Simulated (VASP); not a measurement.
# CdS (I-4m2) in VASP: single point with r2SCAN

Aim: the single point of CdS with r2SCAN.

Everything below comes from runs of VASP 6.6.1. Logs are shortened: lines on timing, memory, paths and dates and some standing lists are left out, and cuts for length are marked.

**1. The cell of the first run**

It takes space group I-4m2 (No. 119, tetragonal). Conventional cell: a = 3.786 Å, b = 3.786 Å, c = 5.820 Å, α = 90.00°, β = 90.00°, γ = 90.00°. Cd (site symmetry -4m2) has 4 S at 2.39 Å within 3.2 Å. S (site symmetry -4m2) has 4 Cd at 2.39 Å within 3.2 Å.

**2. Single point, r2SCAN (strain -0.080 along x and y, +0.000 along z)**

Input file POSCAR:

```
CdS
1.0
    0.0000000000      2.6772000000      2.9100000000
    2.6772000000      0.0000000000      2.9100000000
    2.6772000000      2.6772000000      0.0000000000
Cd S
1 1
Direct
    0.0000000000      0.0000000000      0.0000000000
    0.7500000000      0.7500000000      0.7500000000
```

Input file INCAR.step1:

```
PREC     = Accurate       # precision mode
ENCUT    = 520            # plane-wave cutoff, eV
ISMEAR   = 0              # smearing method
SIGMA    = 0.05           # smearing width, eV
LREAL    = F              # projectors in reciprocal space
LASPH    = T              # aspherical terms in the spheres
NELM     = 60             # most SCF steps
NBANDS   = 16             # bands
GGA      = PE             # functional
ALGO     = Normal         # electronic algorithm
EDIFF    = 1E-4           # SCF threshold, eV
LWAVE    = T              # write WAVECAR
LCHARG   = F              # write CHGCAR
```

Input file INCAR.step2:

```
PREC     = Accurate       # precision mode
ENCUT    = 520            # plane-wave cutoff, eV
EDIFF    = 1E-6           # SCF threshold, eV
ISMEAR   = 0              # smearing method
SIGMA    = 0.05           # smearing width, eV
LREAL    = F              # projectors in reciprocal space
LASPH    = T              # aspherical terms in the spheres
NELM     = 60             # most SCF steps
ALGO     = Normal         # electronic algorithm
ISIF     = 2              # what is computed and relaxed
LWAVE    = F              # write WAVECAR
LCHARG   = T              # write CHGCAR
METAGGA  = R2SCAN         # meta-GGA
LMIXTAU  = T            
LELF     = T              # ELF
LVHAR    = T            
NBANDS   = 16             # bands
ISTART   = 1
```

Input file KPOINTS:

```
regular mesh
0
Gamma
  8 8 8
```

Potentials or basis: VASP PAW PBE potentials, release 64 (Cd, S).

Started as:

```
> cat potpaw_PBE.64/Cd/POTCAR potpaw_PBE.64/S/POTCAR > POTCAR
> cp INCAR.step1 INCAR
> mpirun -np 1 vasp_std > vasp.out
> cp INCAR.step2 INCAR
> mpirun -np 1 vasp_std > vasp.out
```

OUTCAR:

```text
PREC = Accurate
   ENCUT = 520
   EDIFF = 1E-6
   ISMEAR = 0
   LREAL = F
   LASPH = T
   NELM = 60
   ISIF = 2
   METAGGA = R2SCAN
   ISTART = 1

 ion  position               nearest neighbor table
   1  0.000  0.000  0.000-   2 2.39   2 2.39   2 2.39   2 2.39
   2  0.750  0.750  0.750-   1 2.39   1 2.39   1 2.39   1 2.39

  LATTYP: Found a body centered tetragonal cell.
 ALAT       =     3.7861325492
 C/A-ratio  =     1.5371886548

  Lattice vectors:

 A1 = (  -2.6772000000,   0.0000000000,   2.9100000000)
 A2 = (   2.6772000000,   0.0000000000,   2.9100000000)
 A3 = (   0.0000000000,   2.6772000000,  -2.9100000000)

Analysis of symmetry for initial positions (statically):
=====================================================================
 Subroutine PRICEL returns:
 Original cell was already a primitive cell.

 Routine SETGRP: Setting up the symmetry group for a
 body centered tetragonal supercell.

 Subroutine GETGRP returns: Found  8 space group operations
 (whereof  8 operations were pure point group operations)
 out of a pool of 16 trial point group operations.

The static configuration has the point symmetry D_2d.

Analysis of symmetry for dynamics (positions and initial velocities):
=====================================================================
 Subroutine PRICEL returns:
 Original cell was already a primitive cell.

 Routine SETGRP: Setting up the symmetry group for a
 body centered tetragonal supercell.

 Subroutine GETGRP returns: Found  8 space group operations
 (whereof  8 operations were pure point group operations)
 out of a pool of 16 trial point group operations.

The dynamic configuration has the point symmetry D_2d.

 Subroutine INISYM returns: Found  8 space group operations
 (whereof  8 operations are pure point group operations),
 and found     1 'primitive' translations

----------------------------------------------------------------------------------------

                                     Primitive cell

  volume of cell :      41.7143

  direct lattice vectors                    reciprocal lattice vectors
     0.000000000  2.677200000  2.910000000    -0.186762289  0.186762289  0.171821306
     2.677200000  0.000000000  2.910000000     0.186762289 -0.186762289  0.171821306
     2.677200000  2.677200000  0.000000000     0.186762289  0.186762289 -0.171821306

[... 75 lines left out ...]
   ISTART =      1    job   : 0-new  1-cont  2-samecut
   ICHARG =      0    charge: 1-file 2-atom 10-const
   ISPIN  =      1    spin polarized calculation?
   LNONCOLLINEAR =      F non collinear calculations
   LSORBIT =      F    spin-orbit coupling
   LASPH  =      T    aspherical Exc in radial PAW
   ENCUT  =  520.0 eV  38.22 Ry    6.18 a.u.   7.35  7.35  7.04*2*pi/ulx,y,z
   NELM   =     60;   NELMIN=  2; NELMDL=  0     # of ELM steps
   EDIFF  = 0.1E-05   stopping-criterion for ELM
   LREAL  =      F    real-space projection
   EDIFFG = 0.1E-04   stopping-criterion for IOM
   NSW    =      0    number of steps for IOM
   IBRION =     -1    ionic relax: 0-MD 1-quasi-New 2-CG
   NFREE  =      0    steps in history (QN), initial steepest desc. (CG)
   ISIF   =      2    stress and relaxation
   ISYM   =      2    0-nonsym 1-usesym 2-fastsym
   POTIM  = 0.5000    time-step for ionic-motion
   TEBEG  =    0.0;   TEEND  =   0.0 temperature during run
   PSTRESS=    0.0 pullay stress
   NELECT =      18.0000    total number of electrons
   NUPDOWN=      -1.0000    fix difference up-down
   EMIN   =  10.00;   EMAX   =-10.00  energy-range for DOS
   EFERMI =   0.00;   METHOD = LEGACY
   ISMEAR =     0;   SIGMA  =   0.05  broadening in eV -4-tet -1-fermi 0-gaus
   EFERMI_NEDOS =   21; number of points for ismear=-14 and -15
   IALGO  =     38    algorithm
   IMIX   =      4    mixing-type and parameters
     AMIX     =   0.40;   BMIX     =  1.00
     AMIX_MAG =   1.60;   BMIX_MAG =  1.00
  volume/ion in A,a.u.               =      20.86       140.75
  Fermi-wavevector in a.u.,A,eV,Ry     =   1.237098  2.337776 20.822514  1.530412
  Thomas-Fermi vector in A             =   2.371679
   LORBIT       =      0    0 simple, 1 ext, 2 COOP (PROOUT), +10 PAW based schemes
   METAGGA = R2SCAN    functional components
   LHFCALC =     F    Hartree Fock is set to
   AEXX    =    0.0000 exact exchange contribution
   IVDW    =     0    specifies the selected vdW correction
   LEPSILON=     F    determine dielectric tensor
   LRPA    =     F    only Hartree local field effects (RPA)
 non-spin polarized calculation
 Gauss-broadening in eV      SIGMA  =   0.05
  energy-cutoff  :      520.00
  volume of cell :       41.71
 maximum number of plane-waves:      1136
 NGX is ok and might be reduce to    30
   NGX = 15   NGY = 15   NGZ = 15

 number of electron      18.0000001 magnetization

 Free energy of the ion-electron system (eV)
  ---------------------------------------------------
  ext. energy  EPLUGINS =         0.00000000
  ---------------------------------------------------
  free energy    TOTEN  =       -29.22231184 eV

  energy without entropy =      -29.22231184  energy(sigma->0) =      -29.22231184

 E-fermi :   3.1026     XC(G=0): -10.6354

 val. band max:        2.8458938373   @ k =   0.0000   0.0000   0.0000
 cond. band min:       4.7056781689   @ k =   0.0000   0.0000   0.0000
 fundamental gap:      1.8597843315
 Fermi energy:         3.1025608409

 k-point     1 :       0.0000    0.0000    0.0000
  band No.  band energies     occupation
      1     -11.4022      2.00000
      2      -6.1148      2.00000
      3      -6.0395      2.00000
      4      -6.0395      2.00000
      5      -5.3020      2.00000
      6      -5.2330      2.00000
[... 433 lines left out ...]
      3      -5.8270      2.00000
      4      -5.5155      2.00000
      5      -5.2262      2.00000
      6      -5.1221      2.00000
[... 8 lines left out ...]
     15      15.3935      0.00000
     16      16.3895      0.00000

 [... further k-points ...]
[... 5 lines left out ...]
  --------------------------------------------------------------------------------------
  -------------------------------------------------------------------------------------
  Total        4.8942848      4.8942848      4.8691256      0.0000000     -0.0000000      0.0000000
  in kB      187.9815384    187.9815384    187.0152165      0.0000000     -0.0000000      0.0000000
  external PRESSURE =     187.6594311 kB  Pullay stress =       0.0000000 kB

 VOLUME and BASIS-vectors are now :
 -----------------------------------------------------------------------------
  energy-cutoff  :      520.00
  volume of cell :       41.71
      direct lattice vectors                 reciprocal lattice vectors
     0.000000000  2.677200000  2.910000000    -0.186762289  0.186762289  0.171821306
     2.677200000  0.000000000  2.910000000     0.186762289 -0.186762289  0.171821306
     2.677200000  2.677200000  0.000000000     0.186762289  0.186762289 -0.171821306

 POSITION                                       TOTAL-FORCE (eV/Angst)
 -----------------------------------------------------------------------------------
      0.00000      0.00000      0.00000         0.000000     -0.000000     -0.000000
      4.01580      4.01580      4.36500        -0.000000      0.000000      0.000000
 -----------------------------------------------------------------------------------
    total drift:                               -0.000076     -0.000076     -0.000079

  FREE ENERGIE OF THE ION-ELECTRON SYSTEM (eV)
  ---------------------------------------------------
  free  energy   TOTEN  =       -29.2223118375 eV

  energy  without entropy=      -29.2223118375  energy(sigma->0) =      -29.22231184
```

OSZICAR.step1:

```text
N       E                     dE             d eps       ncg     rms          rms(c)
DAV:   1     0.110706444862E+03    0.11071E+03   -0.93676E+03  1960   0.106E+03
DAV:   2    -0.225372405403E+01   -0.11296E+03   -0.10676E+03  2296   0.261E+02
DAV:   3    -0.613508914082E+01   -0.38814E+01   -0.38754E+01  2312   0.504E+01
DAV:   4    -0.615725171079E+01   -0.22163E-01   -0.22161E-01  2432   0.375E+00
DAV:   5    -0.615750870832E+01   -0.25700E-03   -0.25700E-03  2328   0.380E-01    0.120E+01
DAV:   6    -0.562854226695E+01    0.52897E+00   -0.78893E-01  2768   0.133E+01    0.898E+00
DAV:   7    -0.560083786604E+01    0.27704E-01   -0.26965E-01  2392   0.370E+00    0.373E+00
DAV:   8    -0.560046722545E+01    0.37064E-03   -0.28861E-02  2304   0.233E+00    0.496E-01
DAV:   9    -0.560028766367E+01    0.17956E-03   -0.32312E-03  2264   0.942E-01    0.823E-02
DAV:  10    -0.560033515795E+01   -0.47494E-04   -0.27024E-04  2440   0.235E-01
   1 F= -.56003352E+01 E0= -.56003352E+01  d E =-.305618E-19
```

Run time: 2 min. Hardware: 1 thread of Intel Xeon Platinum 8488C (Sapphire Rapids), shared host; peak memory 0.19 GiB.

Results:

```yaml
Free_energy: -29.2223 eV
Pressure: 18.8 GPa
Band_gap_on_the_k_mesh: 1.86 eV
```

Levels at points of the mesh, in eV from the valence-band top:
```tsv
k point	band 5	band 6	band 7	band 8	band 9	band 10	band 11	band 12	band 13	band 14
(0.00, 0.00, 0.00)	-8.15	-8.08	-0.35	0.00	0.00	1.86	6.83	6.91	6.91	11.25
(0.50, 0.00, 0.00)	-8.04	-7.56	-5.78	-1.37	-0.95	3.48	7.04	7.71	8.36	12.11
(0.50, 0.50, 0.00)	-7.97	-7.66	-5.34	-2.45	-2.45	3.76	5.26	9.90	12.71	12.71
(0.50, 0.00, 0.50)	-7.97	-7.39	-4.71	-2.97	-2.72	3.27	4.46	10.98	11.74	12.45
```

Caveat: the cell differs from its parent crystal (strain -0.080 along x and y, +0.000 along z); the cell stands under pressure; the PAW data sets were made with another functional, which shifts forces and pressure a little.
